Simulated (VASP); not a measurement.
A run of VASP 6.6.1:

The input INCAR:

```
PREC = Accurate
ENCUT = 600
EDIFF = 1E-7
ISMEAR = 0
SIGMA = 0.1
LREAL = False
LASPH = True
NELM = 100
ALGO = Normal
ISIF = 3
LWAVE = False
LCHARG = False
GGA = PE
IBRION = 2
NSW = 70
EDIFFG = -0.008
PSTRESS = 600.0
```

KPOINTS

```
regular mesh
0
Gamma
  12 12 10
```

Contents of POSCAR:

```
PtSe2
1.0
    3.5569633970      0.0000000000      0.0000000000
   -1.7784816985      3.0804206621      0.0000000000
    0.0000000000      0.0000000000      4.1256061267
Pt Se
1 2
Direct
    0.0000000000      0.0000000000      0.0000000000
    0.6666666667      0.3333333333      0.7078928642
    0.3333333333      0.6666666667      0.2921071358
```

Potentials or basis: VASP PAW PBE potentials, release 64 (Pt, Se).

Run with:

```console
$ cat potpaw_PBE.64/Pt/POTCAR potpaw_PBE.64/Se/POTCAR > POTCAR
$ mpirun -np 1 vasp_std > vasp.out
```

Hardware: 1 thread of Intel(R) Xeon(R) Platinum 8375C CPU @ 2.90GHz (Ice Lake), with other jobs on the host.

Question: How long does it take, and how much memory?

Answer: Wall time 11 min on 1 thread of Intel(R) Xeon(R) Platinum 8375C CPU @ 2.90GHz (Ice Lake), with other jobs on the host, peak memory 0.3 GiB. Counts: scf iterations 99, k points 162, ion steps 14.
